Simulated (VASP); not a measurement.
# Ti (P6_3/mmc) in VASP: further runs

Ti is run at these levels: PBE; tasks: single point.

Everything below comes from runs of VASP 6.6.1. Logs are shortened: lines on timing, memory, paths and dates and some standing lists are left out, and cuts for length are marked.

### 1 The cell of the first run

Symmetry: P6_3/mmc, No. 194, hexagonal system. Conventional cell: a = 2.827 Å, b = 2.827 Å, c = 4.485 Å, α = 90.00°, β = 90.00°, γ = 120.00°. Ti (site symmetry -6m2) has 12 Ti at 2.77 to 2.83 Å within 3.7 Å.

### 2 Single point, PBE

The input, INCAR:

```
SYSTEM = Ti
ALGO = Normal ; EDIFF = 1E-7
ENCUT = 520 ; GGA = PE
ISIF = 2 ; ISMEAR = 1
LASPH = .True. ; LCHARG = .False.
LREAL = .False. ; LWAVE = .False.
NBANDS = 19 ; NELM = 60
PREC = Accurate ; SIGMA = 0.15
```

The input, KPOINTS:

```
k-points
0
Gamma
  11 11 6
  0 0 0
```

The input, POSCAR:

```
Ti
1.0
    2.8269377157      0.0000000000      0.0000000000
   -1.4134688578      2.4481951416      0.0000000000
    0.0000000000      0.0000000000      4.4847689862
Ti
2
Direct
    0.3333333333      0.6666666667      0.2500000000
    0.6666666667      0.3333333333      0.7500000000
```

Potentials or basis: VASP PAW PBE potentials, release 64 (Ti_sv).

Run with:

```console
cat potpaw_PBE.64/Ti_sv/POTCAR > POTCAR
mpirun -np 1 vasp_std > vasp.out
```

OUTCAR:

```text
SYSTEM = Ti
   EDIFF = 1E-7
   ENCUT = 520
   GGA = PE
   ISIF = 2
   ISMEAR = 1
   LASPH = .True.
   LREAL = .False.
   NELM = 60
   PREC = Accurate

 ion  position               nearest neighbor table
   1  0.333  0.667  0.250-   2 2.77   2 2.77   2 2.77   2 2.77   2 2.77   2 2.77
   2  0.667  0.333  0.750-   1 2.77   1 2.77   1 2.77   1 2.77   1 2.77   1 2.77

  LATTYP: Found a hexagonal cell.
 ALAT       =     2.8269377157
 C/A-ratio  =     1.5864406779

  Lattice vectors:

 A1 = (   2.8269377157,   0.0000000000,   0.0000000000)
 A2 = (  -1.4134688578,   2.4481951416,   0.0000000000)
 A3 = (   0.0000000000,   0.0000000000,   4.4847689862)

Analysis of symmetry for initial positions (statically):
=====================================================================
 Subroutine PRICEL returns:
 Original cell was already a primitive cell.

 Routine SETGRP: Setting up the symmetry group for a
 hexagonal supercell.

 Subroutine GETGRP returns: Found 24 space group operations
 (whereof 12 operations were pure point group operations)
 out of a pool of 24 trial point group operations.

The static configuration has the point symmetry D_3d.
 The point group associated with its full space group is D_6h.

Analysis of symmetry for dynamics (positions and initial velocities):
=====================================================================
 Subroutine PRICEL returns:
 Original cell was already a primitive cell.

 Routine SETGRP: Setting up the symmetry group for a
 hexagonal supercell.

 Subroutine GETGRP returns: Found 24 space group operations
 (whereof 12 operations were pure point group operations)
 out of a pool of 24 trial point group operations.

The dynamic configuration has the point symmetry D_3d.
 The point group associated with its full space group is D_6h.

 Subroutine INISYM returns: Found 24 space group operations
 (whereof 12 operations are pure point group operations),
 and found     1 'primitive' translations

----------------------------------------------------------------------------------------

                                     Primitive cell

  volume of cell :      31.0386

  direct lattice vectors                    reciprocal lattice vectors
     2.826937716  0.000000000  0.000000000     0.353739665  0.204232086  0.000000000
    -1.413468858  2.448195142  0.000000000     0.000000000  0.408464171  0.000000000
     0.000000000  0.000000000  4.484768986     0.000000000  0.000000000  0.222976925

  length of vectors
     2.826937716  2.826933615  4.484768986     0.408463579  0.408464171  0.222976925

  position of ions in fractional coordinates (direct lattice)
     0.333333333  0.666666667  0.250000000
     0.666666667  0.333333333  0.750000000

  ion indices of the primitive-cell ions
   primitive index   ion index
                 1           1
                 2           2

----------------------------------------------------------------------------------------

 KPOINTS: k-points

Automatic generation of k-mesh.
 Grid dimensions read from file:
 generate k-points for:   11   11    6

 Generating k-lattice:

  Cartesian coordinates                     Fractional coordinates (reciprocal lattice)
     0.032158151  0.018566553  0.000000000     0.090909091  0.000000000  0.000000000
     0.000000000  0.037133106  0.000000000     0.000000000  0.090909091  0.000000000
     0.000000000  0.000000000  0.037162821     0.000000000  0.000000000  0.166666667

  Length of vectors
     0.037133053  0.037133106  0.037162821

  Shift w.r.t. Gamma in fractional coordinates (k-lattice)
     0.000000000  0.000000000  0.000000000

 Subroutine IBZKPT returns following result:
 ===========================================

 Found     64 irreducible k-points:

 Following reciprocal coordinates:
            Coordinates               Weight
  0.000000  0.000000  0.000000      1.000000
  0.090909  0.000000  0.000000      6.000000
  0.181818  0.000000  0.000000      6.000000
  0.272727  0.000000  0.000000      6.000000
  0.363636  0.000000  0.000000      6.000000
  0.454545  0.000000  0.000000      6.000000
[... 16 lines left out ...]
  0.090909  0.090909  0.166667     12.000000
  0.181818  0.090909  0.166667     24.000000
 [... further k-points ...]
   k-points           NKPTS =     64   k-points in BZ     NKDIM =     64   number of bands    NBANDS=     19
   number of dos      NEDOS =    301   number of ions     NIONS =      2
   total plane-waves  NPLWV =  20736
   dimension x,y,z NGX =    24 NGY =   24 NGZ =   36
   dimension x,y,z NGXF=    48 NGYF=   48 NGZF=   72
   ions per type =               2
   NGX,Y,Z   is equivalent  to a cutoff of  14.11, 14.11, 13.34 a.u.
   NGXF,Y,Z  is equivalent  to a cutoff of  28.23, 28.23, 26.69 a.u.
 SYSTEM =  Ti
   PREC   = accura    normal or accurate (medium, high low for compatibility)
   ISTART =      0    job   : 0-new  1-cont  2-samecut
   ICHARG =      2    charge: 1-file 2-atom 10-const
   ISPIN  =      1    spin polarized calculation?
   LNONCOLLINEAR =      F non collinear calculations
   LSORBIT =      F    spin-orbit coupling
   LASPH  =      T    aspherical Exc in radial PAW
   ENCUT  =  520.0 eV  38.22 Ry    6.18 a.u.   5.26  5.26  8.34*2*pi/ulx,y,z
   NELM   =     60;   NELMIN=  2; NELMDL= -5     # of ELM steps
   EDIFF  = 0.1E-06   stopping-criterion for ELM
   LREAL  =      F    real-space projection
   EDIFFG = 0.1E-05   stopping-criterion for IOM
   NSW    =      0    number of steps for IOM
   IBRION =     -1    ionic relax: 0-MD 1-quasi-New 2-CG
   NFREE  =      0    steps in history (QN), initial steepest desc. (CG)
   ISIF   =      2    stress and relaxation
   ISYM   =      2    0-nonsym 1-usesym 2-fastsym
   POTIM  = 0.5000    time-step for ionic-motion
   TEBEG  =    0.0;   TEEND  =   0.0 temperature during run
   PSTRESS=    0.0 pullay stress
   NELECT =      24.0000    total number of electrons
   NUPDOWN=      -1.0000    fix difference up-down
   EMIN   =  10.00;   EMAX   =-10.00  energy-range for DOS
   EFERMI =   0.00;   METHOD = LEGACY
   ISMEAR =     1;   SIGMA  =   0.15  broadening in eV -4-tet -1-fermi 0-gaus
   EFERMI_NEDOS =   21; number of points for ismear=-14 and -15
   IALGO  =     38    algorithm
   IMIX   =      4    mixing-type and parameters
     AMIX     =   0.40;   BMIX     =  1.00
     AMIX_MAG =   1.60;   BMIX_MAG =  1.00
  volume/ion in A,a.u.               =      15.52       104.73
  Fermi-wavevector in a.u.,A,eV,Ry     =   1.502604  2.839509 30.719478  2.257818
  Thomas-Fermi vector in A             =   2.613823
   LORBIT       =      0    0 simple, 1 ext, 2 COOP (PROOUT), +10 PAW based schemes
   GGA     = PE    functional components
   LHFCALC =     F    Hartree Fock is set to
   AEXX    =    0.0000 exact exchange contribution
   IVDW    =     0    specifies the selected vdW correction
   LEPSILON=     F    determine dielectric tensor
   LRPA    =     F    only Hartree local field effects (RPA)
 non-spin polarized calculation
 Methfessel and Paxton  Order N= 1 SIGMA  =   0.15
  energy-cutoff  :      520.00
  volume of cell :       31.04
 maximum number of plane-waves:       846
 NGX is ok and might be reduce to    24
   NGX = 11   NGY = 11   NGZ = 17

 number of electron      24.0000002 magnetization

 Free energy of the ion-electron system (eV)
  ---------------------------------------------------
  ext. energy  EPLUGINS =         0.00000000
  ---------------------------------------------------
  free energy    TOTEN  =       -15.51041305 eV

  energy without entropy =      -15.51319088  energy(sigma->0) =      -15.51133899

 E-fermi :   9.6047     XC(G=0): -12.0383

 val. band max:        9.5938056768   @ k =   0.0909   0.0909   0.1667
 cond. band min:       9.6157798930   @ k =   0.3636   0.2727   0.3333
 fundamental gap:      0.0219742161
 Fermi energy:         9.6046678558

 k-point     1 :       0.0000    0.0000    0.0000
  band No.  band energies     occupation
      1     -47.1000      2.00000
      2     -46.8870      2.00000
      3     -23.8340      2.00000
      4     -22.9252      2.00000
      5     -22.9251      2.00000
      6     -22.8250      2.00000
[... 11 lines left out ...]
     18      11.4191     -0.00000
     19      13.1877      0.00000

 k-point     2 :       0.0909    0.0000    0.0000
  band No.  band energies     occupation
      1     -47.0873      2.00000
      2     -46.8819      2.00000
      3     -23.8081      2.00000
      4     -22.9791      2.00000
      5     -22.9430      2.00000
      6     -22.8420      2.00000
[... 11 lines left out ...]
     18      11.2699     -0.00000
     19      13.2687      0.00000

 k-point     3 :       0.1818    0.0000    0.0000
  band No.  band energies     occupation
      1     -47.0524      2.00000
      2     -46.8690      2.00000
      3     -23.7347      2.00000
      4     -23.1248      2.00000
      5     -22.9888      2.00000
      6     -22.9877      2.00000
[... 11 lines left out ...]
     18      11.6477     -0.00000
     19      13.4282      0.00000

 k-point     4 :       0.2727    0.0000    0.0000
  band No.  band energies     occupation
      1     -47.0039      2.00000
      2     -46.8545      2.00000
      3     -23.6266      2.00000
      4     -23.3173      2.00000
      5     -23.1696      2.00000
      6     -23.0458      2.00000
[... 11 lines left out ...]
     18      12.3344     -0.00000
     19      13.5648      0.00000

 k-point     5 :       0.3636    0.0000    0.0000
  band No.  band energies     occupation
      1     -46.9545      2.00000
      2     -46.8456      2.00000
      3     -23.5053      2.00000
      4     -23.4948      2.00000
      5     -23.3298      2.00000
      6     -23.0962      2.00000
[... 11 lines left out ...]
     18      13.0671      0.00000
     19      13.6487      0.00000
[... 334 lines left out ...]
      2     -46.8529      2.00000
      3     -23.6038      2.00000
      4     -23.4139      2.00000
      5     -23.3247      2.00000
      6     -23.0812      2.00000
[... 11 lines left out ...]
     18      12.9304      0.00000
     19      13.5619      0.00000

 k-point    22 :       0.4545    0.0000    0.1667
  band No.  band energies     occupation
      1     -46.9150      2.00000
      2     -46.8502      2.00000
      3     -23.6589      2.00000
      4     -23.4874      2.00000
      5     -23.3114      2.00000
      6     -23.1096      2.00000
[... 11 lines left out ...]
     18      13.6667      0.00000
     19      13.9734      0.00000

 k-point    23 :       0.0909    0.0909    0.1667
  band No.  band energies     occupation
      1     -47.0509      2.00000
      2     -46.8859      2.00000
      3     -23.7079      2.00000
      4     -23.0500      2.00000
      5     -23.0282      2.00000
      6     -22.9561      2.00000
[... 11 lines left out ...]
     18      11.7174     -0.00000
     19      13.3308      0.00000

 k-point    24 :       0.1818    0.0909    0.1667
  band No.  band energies     occupation
      1     -47.0110      2.00000
      2     -46.8702      2.00000
      3     -23.6405      2.00000
      4     -23.2058      2.00000
      5     -23.1615      2.00000
      6     -23.0157      2.00000
[... 11 lines left out ...]
     18      12.2012     -0.00000
     19      13.4140      0.00000

 [... further k-points ...]
[... 5 lines left out ...]
  --------------------------------------------------------------------------------------
  -------------------------------------------------------------------------------------
  Total        2.9005643      2.9005531      2.8831306      0.0000000     -0.0000000     -0.0000000
  in kB      149.7237645    149.7231853    148.8238562      0.0000000     -0.0000000     -0.0000000
  external PRESSURE =     149.4236020 kB  Pullay stress =       0.0000000 kB

 VOLUME and BASIS-vectors are now :
 -----------------------------------------------------------------------------
  energy-cutoff  :      520.00
  volume of cell :       31.04
      direct lattice vectors                 reciprocal lattice vectors
     2.826937716  0.000000000  0.000000000     0.353739665  0.204232086  0.000000000
    -1.413468858  2.448195142  0.000000000     0.000000000  0.408464171  0.000000000
     0.000000000  0.000000000  4.484768986     0.000000000  0.000000000  0.222976925

 POSITION                                       TOTAL-FORCE (eV/Angst)
 -----------------------------------------------------------------------------------
     -0.00000      1.63213      1.12119        -0.000000      0.000000      0.000000
      1.41347      0.81607      3.36358         0.000000     -0.000000      0.000000
 -----------------------------------------------------------------------------------
    total drift:                               -0.000000      0.000000     -0.000000

  FREE ENERGIE OF THE ION-ELECTRON SYSTEM (eV)
  ---------------------------------------------------
  free  energy   TOTEN  =       -15.5104130512 eV

  energy  without entropy=      -15.5131908801  energy(sigma->0) =      -15.51133899
```

Run time: 34 s. Hardware: 1 thread of Intel Xeon Platinum 8488C (Sapphire Rapids), shared host; peak memory 0.17 GiB.

Results:

* Free energy: -15.5104 eV
* Pressure: 14.9 GPa
* Band gap on the k mesh: zero (band 12 reaches 10.42 eV, above the bottom of band 13 at 9.41 eV)

(Continued in part 2 of 2.)
